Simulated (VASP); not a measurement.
# RbBr (Pm-3m) in VASP: a series of runs, part 2 of 2

VASP 6.6.1. Earlier steps stand in the parts before.

## 3. Single point, LDA

This run uses another cell than the first one, of 33.72 Å³/atom.

Input file INCAR:

```
SYSTEM = RbBr
PREC = Accurate ; ENCUT = 500
EDIFF = 1E-6 ; ISMEAR = 0
SIGMA = 0.01 ; LREAL = .False.
LASPH = .True. ; NELM = 120
ALGO = Normal ; ISIF = 2
LWAVE = .False. ; LCHARG = .False.
GGA = CA ; NBANDS = 15
GGA_COMPAT = .False.
```

Input file KPOINTS:

```
Automatic mesh
0
Gamma
  6 6 6
  0 0 0
```

Input file POSCAR:

```
RbBr
1.0
    4.0703123668      0.0000000000      0.0000000000
    0.0000000000      4.0703123668      0.0000000000
    0.0000000000      0.0000000000      4.0703123668
Rb Br
1 1
Direct
    0.0000000000      0.0000000000      0.0000000000
    0.5000000000      0.5000000000      0.5000000000
```

Potentials or basis: VASP PAW LDA potentials, release 64 (Rb_sv, Br).

Command:

```bash
> cat potpaw_LDA.64/Rb_sv/POTCAR potpaw_LDA.64/Br/POTCAR > POTCAR
> mpirun -np 1 vasp_std > vasp.out
```

OUTCAR:

```text
SYSTEM = RbBr
   PREC = Accurate
   ENCUT = 500
   EDIFF = 1E-6
   ISMEAR = 0
   LREAL = .False.
   LASPH = .True.
   NELM = 120
   ISIF = 2
   GGA = CA

 ion  position               nearest neighbor table
   1  0.000  0.000  0.000-   2 3.52   2 3.52   2 3.52   2 3.52   2 3.52   2 3.52   2 3.52   2 3.52

   2  0.500  0.500  0.500-   1 3.52   1 3.52   1 3.52   1 3.52   1 3.52   1 3.52   1 3.52   1 3.52

  LATTYP: Found a simple cubic cell.
 ALAT       =     4.0703123668

  Lattice vectors:

 A1 = (   4.0703123668,   0.0000000000,   0.0000000000)
 A2 = (   0.0000000000,   4.0703123668,   0.0000000000)
 A3 = (   0.0000000000,   0.0000000000,   4.0703123668)

Analysis of symmetry for initial positions (statically):
=====================================================================
 Subroutine PRICEL returns:
 Original cell was already a primitive cell.

 Routine SETGRP: Setting up the symmetry group for a
 simple cubic supercell.

 Subroutine GETGRP returns: Found 48 space group operations
 (whereof 48 operations were pure point group operations)
 out of a pool of 48 trial point group operations.

The static configuration has the point symmetry O_h .

Analysis of symmetry for dynamics (positions and initial velocities):
=====================================================================
 Subroutine PRICEL returns:
 Original cell was already a primitive cell.

 Routine SETGRP: Setting up the symmetry group for a
 simple cubic supercell.

 Subroutine GETGRP returns: Found 48 space group operations
 (whereof 48 operations were pure point group operations)
 out of a pool of 48 trial point group operations.

The dynamic configuration has the point symmetry O_h .

 Subroutine INISYM returns: Found 48 space group operations
 (whereof 48 operations are pure point group operations),
 and found     1 'primitive' translations

----------------------------------------------------------------------------------------

                                     Primitive cell

  volume of cell :      67.4347

  direct lattice vectors                    reciprocal lattice vectors
     4.070312367  0.000000000  0.000000000     0.245681390  0.000000000  0.000000000
     0.000000000  4.070312367  0.000000000     0.000000000  0.245681390  0.000000000
     0.000000000  0.000000000  4.070312367     0.000000000  0.000000000  0.245681390

  length of vectors
     4.070312367  4.070312367  4.070312367     0.245681390  0.245681390  0.245681390

  position of ions in fractional coordinates (direct lattice)
     0.000000000  0.000000000  0.000000000
     0.500000000  0.500000000  0.500000000

  ion indices of the primitive-cell ions
   primitive index   ion index
                 1           1
                 2           2

----------------------------------------------------------------------------------------

 KPOINTS: Automatic mesh

Automatic generation of k-mesh.
 Grid dimensions read from file:
 generate k-points for:    6    6    6

 Generating k-lattice:

  Cartesian coordinates                     Fractional coordinates (reciprocal lattice)
     0.040946898  0.000000000  0.000000000     0.166666667  0.000000000  0.000000000
     0.000000000  0.040946898  0.000000000     0.000000000  0.166666667  0.000000000
[... 37 lines left out ...]
   total plane-waves  NPLWV =  27000
   dimension x,y,z NGX =    30 NGY =   30 NGZ =   30
   dimension x,y,z NGXF=    60 NGYF=   60 NGZF=   60
   ions per type =               1   1
   NGX,Y,Z   is equivalent  to a cutoff of  12.25, 12.25, 12.25 a.u.
   NGXF,Y,Z  is equivalent  to a cutoff of  24.51, 24.51, 24.51 a.u.
 SYSTEM =  RbBr
   PREC   = accura    normal or accurate (medium, high low for compatibility)
   ISTART =      0    job   : 0-new  1-cont  2-samecut
   ICHARG =      2    charge: 1-file 2-atom 10-const
   ISPIN  =      1    spin polarized calculation?
   LNONCOLLINEAR =      F non collinear calculations
   LSORBIT =      F    spin-orbit coupling
   LASPH  =      T    aspherical Exc in radial PAW
   ENCUT  =  500.0 eV  36.75 Ry    6.06 a.u.   7.42  7.42  7.42*2*pi/ulx,y,z
   NELM   =    120;   NELMIN=  2; NELMDL= -5     # of ELM steps
   EDIFF  = 0.1E-05   stopping-criterion for ELM
   LREAL  =      F    real-space projection
   EDIFFG = 0.1E-04   stopping-criterion for IOM
   NSW    =      0    number of steps for IOM
   IBRION =     -1    ionic relax: 0-MD 1-quasi-New 2-CG
   NFREE  =      0    steps in history (QN), initial steepest desc. (CG)
   ISIF   =      2    stress and relaxation
   ISYM   =      2    0-nonsym 1-usesym 2-fastsym
   POTIM  = 0.5000    time-step for ionic-motion
   TEBEG  =    0.0;   TEEND  =   0.0 temperature during run
   PSTRESS=    0.0 pullay stress
   NELECT =      16.0000    total number of electrons
   NUPDOWN=      -1.0000    fix difference up-down
   EMIN   =  10.00;   EMAX   =-10.00  energy-range for DOS
   EFERMI =   0.00;   METHOD = LEGACY
   ISMEAR =     0;   SIGMA  =   0.01  broadening in eV -4-tet -1-fermi 0-gaus
   EFERMI_NEDOS =   21; number of points for ismear=-14 and -15
   IALGO  =     38    algorithm
   IMIX   =      4    mixing-type and parameters
     AMIX     =   0.40;   BMIX     =  1.00
     AMIX_MAG =   1.60;   BMIX_MAG =  1.00
  volume/ion in A,a.u.               =      33.72       227.54
  Fermi-wavevector in a.u.,A,eV,Ry     =   1.013492  1.915223 13.975448  1.027166
  Thomas-Fermi vector in A             =   2.146664
   LORBIT       =      0    0 simple, 1 ext, 2 COOP (PROOUT), +10 PAW based schemes
   GGA     = CA    functional components
   LHFCALC =     F    Hartree Fock is set to
   AEXX    =    0.0000 exact exchange contribution
   IVDW    =     0    specifies the selected vdW correction
   LEPSILON=     F    determine dielectric tensor
   LRPA    =     F    only Hartree local field effects (RPA)
 non-spin polarized calculation
 Gauss-broadening in eV      SIGMA  =   0.01
  energy-cutoff  :      500.00
  volume of cell :       67.43
 maximum number of plane-waves:      1743
 NGX is ok and might be reduce to    30
   NGX = 15   NGY = 15   NGZ = 15

 number of electron      15.9999998 magnetization

 Free energy of the ion-electron system (eV)
  ---------------------------------------------------
  ext. energy  EPLUGINS =         0.00000000
  ---------------------------------------------------
  free energy    TOTEN  =        -6.69783029 eV

  energy without entropy =       -6.69783029  energy(sigma->0) =       -6.69783029

 E-fermi :  -0.6086     XC(G=0):  -8.5754

 val. band max:       -0.6507191411   @ k =   0.5000   0.5000   0.0000
 cond. band min:       3.1786246685   @ k =   0.0000   0.0000   0.0000
 fundamental gap:      3.8293438096
 Fermi energy:        -0.6086213895

 k-point     1 :       0.0000    0.0000    0.0000
  band No.  band energies     occupation
      1     -25.5441      2.00000
      2     -13.3707      2.00000
      3      -9.5825      2.00000
      4      -9.5825      2.00000
      5      -9.5825      2.00000
      6      -0.8098      2.00000
      7      -0.8098      2.00000
      8      -0.8098      2.00000
      9       3.1786      0.00000
     10       4.6013      0.00000
     11       4.6013      0.00000
     12       9.2663      0.00000
     13       9.2663      0.00000
     14       9.2663      0.00000
[... 329 lines left out ...]
      2     -13.0334      2.00000
      3      -9.8506      2.00000
      4      -9.8506      2.00000
      5      -9.8506      2.00000
      6      -2.1432      2.00000
      7      -2.1432      2.00000
      8      -2.1432      2.00000
      9       7.4399      0.00000
     10       7.4399      0.00000
     11       7.4399      0.00000
     12       8.7227      0.00000
     13       8.7227      0.00000
     14       8.7227      0.00000
     15      11.6972      0.00000

------------------------ aborting loop because EDIFF is reached ----------------------------------------

  FORCE on cell =-STRESS in cart. coord.  units (eV):
  Direction    XX          YY          ZZ          XY          YZ          ZX
  --------------------------------------------------------------------------------------
  -------------------------------------------------------------------------------------
  Total       -0.5841829     -0.5841829     -0.5841829      0.0000000      0.0000000      0.0000000
  in kB      -13.8795771    -13.8795771    -13.8795771      0.0000000      0.0000000      0.0000000
  external PRESSURE =     -13.8795771 kB  Pullay stress =       0.0000000 kB

 VOLUME and BASIS-vectors are now :
 -----------------------------------------------------------------------------
  energy-cutoff  :      500.00
  volume of cell :       67.43
      direct lattice vectors                 reciprocal lattice vectors
     4.070312367  0.000000000  0.000000000     0.245681390  0.000000000  0.000000000
     0.000000000  4.070312367  0.000000000     0.000000000  0.245681390  0.000000000
     0.000000000  0.000000000  4.070312367     0.000000000  0.000000000  0.245681390

 POSITION                                       TOTAL-FORCE (eV/Angst)
 -----------------------------------------------------------------------------------
      0.00000      0.00000      0.00000         0.000000      0.000000      0.000000
      2.03516      2.03516      2.03516         0.000000      0.000000      0.000000
 -----------------------------------------------------------------------------------
    total drift:                                0.000000      0.000000     -0.000000

  FREE ENERGIE OF THE ION-ELECTRON SYSTEM (eV)
  ---------------------------------------------------
  free  energy   TOTEN  =        -6.6978302871 eV

  energy  without entropy=       -6.6978302871  energy(sigma->0) =       -6.69783029
```

Run time: 10 s. Hardware: 1 thread of Intel Xeon Platinum 8488C (Sapphire Rapids), shared host; peak memory 0.15 GiB.

Results:

```
Free energy            : -6.6978 eV
Pressure               : -1.4 GPa
Band gap on the k mesh : 3.83 eV (least direct gap 3.99 eV)
```

Levels at points of the mesh, in eV from the valence-band top:
```tsv
k point	band 6	band 7	band 8	band 9	band 10	band 11
(0.00, 0.00, 0.00)	-0.16	-0.16	-0.16	3.83	5.25	5.25
(0.50, 0.00, 0.00)	-1.91	-0.26	-0.26	6.61	6.97	7.57
(0.50, 0.50, 0.00)	-1.12	-1.12	0.00	5.00	5.99	7.80
(0.50, 0.50, 0.50)	-1.49	-1.49	-1.49	8.09	8.09	8.09
```
